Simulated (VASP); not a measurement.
# TiC in VASP: a series of runs, part 2 of 2

VASP 6.6.1.

**3. Single point, PBE**

INCAR reads:

```
ALGO = Normal
EDIFF = 1E-6
ENCUT = 520
GGA = PE
GGA_COMPAT = False
ISIF = 2
ISMEAR = -1
ISYM = 0
LASPH = True
LCHARG = True
LELF = True
LREAL = False
LVHAR = True
LWAVE = False
NBANDS = 87
NELM = 120
PREC = Accurate
SIGMA = 0.05
```

KPOINTS reads:

```
Automatic mesh
0
Gamma
  1 1 1
  0.25 0.25 0.25
```

POSCAR reads:

```
TiC
1.0
    5.9470330000      0.1677040000     -0.0467090000
    0.1677040000      5.6385680000      0.0272880000
   -0.0467090000      0.0272880000      5.8999950000
Ti C
9 9
Direct
    0.5415446815      0.5932045716      0.1736468665
    0.6377361393      0.6832847034      0.6428406370
    0.2866755224      0.1067849594      0.1520490067
    0.7500069561      0.0081450859      0.2555413711
    0.9597504634      0.3402611026      0.5069863516
    0.0668476092      0.6298563017      0.0651129139
    0.4087006014      0.1812157128      0.6631176776
    0.8972696570      1.0186511347      0.8200160536
    0.1903417345      0.7214839451      0.5223044796
    0.2970150407      0.4154905922      0.3476778147
    0.9750938486      0.2784283671      0.0609271542
    0.5647963797      0.9124231998      0.9543070579
    0.4298647758      0.9047142233      0.4057933459
    0.8621623974      0.6603547793      0.3539867377
    0.3391022164      0.8047678653      0.8831672942
    0.7386019282      0.3291947301      1.0048237823
    0.6968046690      0.3495712599      0.7667014885
    0.1309071697      0.2991221004      0.8618088827
```

Potentials or basis: VASP PAW PBE potentials, release 64 (Ti_sv, C).

Launch:

```sh
cat potpaw_PBE.64/Ti_sv/POTCAR potpaw_PBE.64/C/POTCAR > POTCAR
mpirun -np 1 vasp_std > vasp.out
```

OUTCAR:

```text
EDIFF = 1E-6
   ENCUT = 520
   GGA = PE
   ISIF = 2
   ISMEAR = -1
   ISYM = 0
   LASPH = True
   LREAL = False
   NELM = 120
   PREC = Accurate

 ion  position               nearest neighbor table
   1  0.542  0.593  0.174-  10 2.09  16 2.11  12 2.22  14 2.22  13 2.31  15 2.35   4 2.75   2 2.87
                             6 2.88
   2  0.638  0.683  0.643-  17 2.02  14 2.18  13 2.19  12 2.29  15 2.36   8 2.72   9 2.74   5 2.78
                             1 2.87
   3  0.287  0.107  0.152-  13 2.02  11 2.10  10 2.10  18 2.18  12 2.27  15 2.35   4 2.84
   4  0.750  0.008  0.256-  14 2.11  12 2.17  13 2.22  16 2.33  11 2.39   8 2.73   5 2.74   1 2.75
                             3 2.84
   5  0.960  0.340  0.507-  14 2.06  17 2.21  10 2.29  18 2.32   9 2.62   8 2.62   4 2.74   2 2.78
                             7 2.90
   6  0.067  0.630  0.065-  11 2.09  14 2.11  15 2.23  18 2.24  10 2.41   8 2.75   9 2.84   1 2.88

   7  0.409  0.181  0.663-  17 2.09  18 2.12  13 2.19  10 2.34  12 2.42   5 2.90
   8  0.897  0.019  0.820-  11 2.12  17 2.17  18 2.18  16 2.24  12 2.25   5 2.62   2 2.72   4 2.73
                             6 2.75
   9  0.190  0.721  0.522-  13 1.94  10 2.09  14 2.22  15 2.35   5 2.62   2 2.74   6 2.84
  10  0.297  0.415  0.348-   9 2.09   1 2.09   3 2.10   5 2.29   7 2.34   6 2.41
  11  0.975  0.278  0.061-  16 1.45  18 1.52   6 2.09   3 2.10   8 2.12   4 2.39
  12  0.565  0.912  0.954-  15 1.56   4 2.17   1 2.22   8 2.25   3 2.27   2 2.29   7 2.42
  13  0.430  0.905  0.406-   9 1.94   3 2.02   7 2.19   2 2.19   4 2.22   1 2.31
  14  0.862  0.660  0.354-   5 2.06   4 2.11   6 2.11   2 2.18   9 2.22   1 2.22
  15  0.339  0.805  0.883-  12 1.56   6 2.23   3 2.35   1 2.35   9 2.35   2 2.36
  16  0.739  0.329  0.005-  17 1.43  11 1.45   1 2.11   8 2.24   4 2.33
  17  0.697  0.350  0.767-  16 1.43   2 2.02   7 2.09   8 2.17   5 2.21
  18  0.131  0.299  0.862-  11 1.52   7 2.12   8 2.18   3 2.18   6 2.24   5 2.32

IMPORTANT INFORMATION: All symmetrisations will be switched off!
NOSYMM: (Re-)initialisation of all symmetry stuff for point group C_1.

----------------------------------------------------------------------------------------

                                     Primitive cell

  volume of cell :     197.6600

  direct lattice vectors                    reciprocal lattice vectors
     5.947033000  0.167704000 -0.046709000     0.168303068 -0.005012281  0.001355602
     0.167704000  5.638568000  0.027288000    -0.005012281  0.177503236 -0.000860649
    -0.046709000  0.027288000  5.899995000     0.001355602 -0.000860649  0.169506382

  length of vectors
     5.949580478  5.641127401  5.900242992     0.168383144  0.177576075  0.169513987

  position of ions in fractional coordinates (direct lattice)
     0.541544681  0.593204572  0.173646867
     0.637736139  0.683284703  0.642840637
     0.286675522  0.106784959  0.152049007
     0.750006956  0.008145086  0.255541371
     0.959750463  0.340261103  0.506986352
     0.066847609  0.629856302  0.065112914
[... 10 lines left out ...]
     0.696804669  0.349571260  0.766701488
     0.130907170  0.299122100  0.861808883

  ion indices of the primitive-cell ions
   primitive index   ion index
                 1           1
                 2           2
                 3           3
                 4           4
                 5           5
                 6           6
[... 10 lines left out ...]
                17          17
                18          18

----------------------------------------------------------------------------------------

 KPOINTS: Automatic mesh

Automatic generation of k-mesh.
 Grid dimensions read from file:
 generate k-points for:    1    1    1

 Generating k-lattice:

  Cartesian coordinates                     Fractional coordinates (reciprocal lattice)
     0.168303068 -0.005012281  0.001355602     1.000000000 -0.000000000  0.000000000
    -0.005012281  0.177503236 -0.000860649    -0.000000000  1.000000000  0.000000000
     0.001355602 -0.000860649  0.169506382     0.000000000 -0.000000000  1.000000000

  Length of vectors
     0.168383144  0.177576075  0.169513987

  Shift w.r.t. Gamma in fractional coordinates (k-lattice)
     0.250000000  0.250000000  0.250000000

 Subroutine IBZKPT returns following result:
 ===========================================

 Found      1 irreducible k-points:

 Following reciprocal coordinates:
            Coordinates               Weight
  0.250000  0.250000  0.250000      2.000000
   k-points           NKPTS =      1   k-points in BZ     NKDIM =      1   number of bands    NBANDS=     87
   number of dos      NEDOS =    301   number of ions     NIONS =     18
   total plane-waves  NPLWV =  96768
   dimension x,y,z NGX =    48 NGY =   42 NGZ =   48
   dimension x,y,z NGXF=    96 NGYF=   84 NGZF=   96
   ions per type =               9   9
   NGX,Y,Z   is equivalent  to a cutoff of  13.41, 12.38, 13.52 a.u.
   NGXF,Y,Z  is equivalent  to a cutoff of  26.82, 24.76, 27.05 a.u.
 SYSTEM =  unknown system
   PREC   = accura    normal or accurate (medium, high low for compatibility)
   ISTART =      0    job   : 0-new  1-cont  2-samecut
   ICHARG =      2    charge: 1-file 2-atom 10-const
   ISPIN  =      1    spin polarized calculation?
   LNONCOLLINEAR =      F non collinear calculations
   LSORBIT =      F    spin-orbit coupling
   LASPH  =      T    aspherical Exc in radial PAW
   ENCUT  =  520.0 eV  38.22 Ry    6.18 a.u.  11.06 10.49 10.97*2*pi/ulx,y,z
   NELM   =    120;   NELMIN=  2; NELMDL= -5     # of ELM steps
   EDIFF  = 0.1E-05   stopping-criterion for ELM
   LREAL  =      F    real-space projection
   EDIFFG = 0.1E-04   stopping-criterion for IOM
   NSW    =      0    number of steps for IOM
   IBRION =     -1    ionic relax: 0-MD 1-quasi-New 2-CG
   NFREE  =      0    steps in history (QN), initial steepest desc. (CG)
   ISIF   =      2    stress and relaxation
   ISYM   =      0    0-nonsym 1-usesym 2-fastsym
   POTIM  = 0.5000    time-step for ionic-motion
   TEBEG  =    0.0;   TEEND  =   0.0 temperature during run
   PSTRESS=    0.0 pullay stress
   NELECT =     144.0000    total number of electrons
   NUPDOWN=      -1.0000    fix difference up-down
   EMIN   =  10.00;   EMAX   =-10.00  energy-range for DOS
   EFERMI =   0.00;   METHOD = LEGACY
   ISMEAR =    -1;   SIGMA  =   0.05  broadening in eV -4-tet -1-fermi 0-gaus
   EFERMI_NEDOS =   21; number of points for ismear=-14 and -15
   IALGO  =     38    algorithm
   IMIX   =      4    mixing-type and parameters
     AMIX     =   0.40;   BMIX     =  1.00
     AMIX_MAG =   1.60;   BMIX_MAG =  1.00
  volume/ion in A,a.u.               =      10.98        74.10
  Fermi-wavevector in a.u.,A,eV,Ry     =   1.473068  2.783695 29.523676  2.169929
  Thomas-Fermi vector in A             =   2.588006
   LORBIT       =      0    0 simple, 1 ext, 2 COOP (PROOUT), +10 PAW based schemes
   GGA     = PE    functional components
   LHFCALC =     F    Hartree Fock is set to
   AEXX    =    0.0000 exact exchange contribution
   IVDW    =     0    specifies the selected vdW correction
   LEPSILON=     F    determine dielectric tensor
   LRPA    =     F    only Hartree local field effects (RPA)
 non-spin polarized calculation
  energy-cutoff  :      520.00
  volume of cell :      197.66
 maximum number of plane-waves:      5313
 NGX is ok and might be reduce to    48
   NGX = 23   NGY = 21   NGZ = 21

 number of electron     143.9999999 magnetization

 Free energy of the ion-electron system (eV)
  ---------------------------------------------------
  ext. energy  EPLUGINS =         0.00000000
  ---------------------------------------------------
  free energy    TOTEN  =      -157.29400750 eV

  energy without entropy =     -157.25426151  energy(sigma->0) =     -157.27413450

 E-fermi :   8.9458     XC(G=0): -12.1736

 val. band max:        8.7959308090   @ k =   0.2500   0.2500   0.2500
 cond. band min:       9.0948267146   @ k =   0.2500   0.2500   0.2500
 fundamental gap:      0.2988959056
 Fermi energy:         8.9458313327

 k-point     1 :       0.2500    0.2500    0.2500
  band No.  band energies     occupation
      1     -48.1955      2.00000
      2     -47.9762      2.00000
      3     -47.8974      2.00000
      4     -47.8374      2.00000
      5     -47.6903      2.00000
      6     -47.6580      2.00000
[... 76 lines left out ...]
     83      10.8839      0.00000
     84      10.9177      0.00000
 [bands above 84 left out]

------------------------ aborting loop because EDIFF is reached ----------------------------------------

  FORCE on cell =-STRESS in cart. coord.  units (eV):
  Direction    XX          YY          ZZ          XY          YZ          ZX
  --------------------------------------------------------------------------------------
  -------------------------------------------------------------------------------------
  Total       -2.9947456     11.6371981     -3.5012672      2.9599719      3.2060071      2.5469361
  in kB      -24.2745849     94.3279281    -28.3803096     23.9927181     25.9870123     20.6447635
  external PRESSURE =      13.8910112 kB  Pullay stress =       0.0000000 kB

 VOLUME and BASIS-vectors are now :
 -----------------------------------------------------------------------------
  energy-cutoff  :      520.00
  volume of cell :      197.66
      direct lattice vectors                 reciprocal lattice vectors
     5.947033000  0.167704000 -0.046709000     0.168303068 -0.005012281  0.001355602
     0.167704000  5.638568000  0.027288000    -0.005012281  0.177503236 -0.000860649
    -0.046709000  0.027288000  5.899995000     0.001355602 -0.000860649  0.169506382

 POSITION                                       TOTAL-FORCE (eV/Angst)
 -----------------------------------------------------------------------------------
      3.31196      3.44038      1.01541        -0.560404      0.645091      0.117129
      3.87720      3.97724      3.78161        -0.420099      0.949193      0.155592
      1.71567      0.65434      0.88661        -0.163355     -0.405769      0.566616
      4.44975      0.17868      1.47288         0.242481     -0.917691      0.167299
      5.74105      2.09337      2.95567         0.457682      0.075067     -0.777666
      0.50013      3.56448      0.39823         0.519222     -0.367368      0.129293
[... 10 lines left out ...]
      4.16673      2.10886      4.50053        -0.407364      0.311554     -1.455481
      0.78842      1.73209      5.08672        -0.044177      0.514983     -0.379795
 -----------------------------------------------------------------------------------
    total drift:                                0.000836      0.000339      0.000586

  FREE ENERGIE OF THE ION-ELECTRON SYSTEM (eV)
  ---------------------------------------------------
  free  energy   TOTEN  =      -157.2940074963 eV

  energy  without entropy=     -157.2542615104  energy(sigma->0) =     -157.27413450
```

Wall time 93 s (1 thread of AMD EPYC 7R43 (Zen 3), shared host); peak memory 0.24 GiB.

Results:

```yaml
Free_energy: -157.2940 eV
Pressure: 1.4 GPa
Largest_force: 2.205 eV/Å
```

Forces in eV/Å, atoms in the order of the input:
```
Ti  -0.560  0.645  0.117
Ti  -0.420  0.949  0.156
Ti  -0.163 -0.406  0.567
Ti   0.242 -0.918  0.167
Ti   0.458  0.075 -0.778
Ti   0.519 -0.367  0.129
Ti   0.041 -0.457 -0.167
Ti   0.143 -0.064 -0.499
Ti  -1.188  0.601  0.685
C    0.219 -0.162  0.677
C   -0.222 -0.610  0.300
C   -1.278 -0.780 -1.619
C    1.250 -0.211  0.057
C   -0.408  0.756  0.682
C    0.990  0.213  0.577
C    0.830 -0.092  0.784
C   -0.407  0.312 -1.455
C   -0.044  0.515 -0.380
```

Stress tensor (GPa, compression positive):
```
-2.43  2.40  2.06
 2.40  9.43  2.60
 2.06  2.60 -2.84
```

Caveat: the k points lie up to 1.12 Å⁻¹ apart, too coarse for converged energies, forces and pressures; the atoms stand as in a frame of molecular dynamics.
